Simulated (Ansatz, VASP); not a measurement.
# CoO: VASP beside Ansatz

```xyz
2
Lattice="1.5055 0.8692 2.5375 -1.5055 0.8692 2.5375 0.0000 -1.7384 2.5375" Properties=species:S:1:pos:R:3 pbc="T T T"
Co    0.0000    0.0000    0.0000
O     0.0000    0.0000    3.8063
```

Change from the starting cell: strain +0.000 along x and y, +0.040 along z, atoms carried along.

Alike in both runs: task single point; functional PBEsol; k mesh 18 × 18 × 18; occupations gaussian, width 0.15 eV; collinear spin.

```csv
,VASP,Ansatz
version,VASP 6.6.1,Ansatz 0.2.0
potentials or method,"VASP PAW PBE potentials, release 64 (Co, O), cutoff 520 eV","scalar-relativistic, plane waves, PAW"
valence electrons in the cell,15,23
```

VASP gave:

* gap on the k mesh at the Fermi level (eV): none
* pressure (GPa): -15.4
* traceless stress, the component that is largest in VASP (GPa): 0.21
* net moment per atom (μB): 1.48
* size of the moment on the site where the two differ most (μB): 2.59

Estimate Ansatz's values.

gap on the k mesh at the Fermi level (eV): none; pressure (GPa): -15.0; traceless stress, the component that is largest in VASP (GPa): 0.32; net moment per atom (μB): 1.49; size of the moment on the site where the two differ most (μB): 2.52.

VASP's potentials were made for PBE, not for PBEsol. Site moments also hang on the region over which each program counts them. A gap of «none» marks a metal or a gap that the smearing closes. VASP's potentials hold 15 valence electrons a cell and Ansatz's 23, so a difference there can come from the potentials and not from the codes.
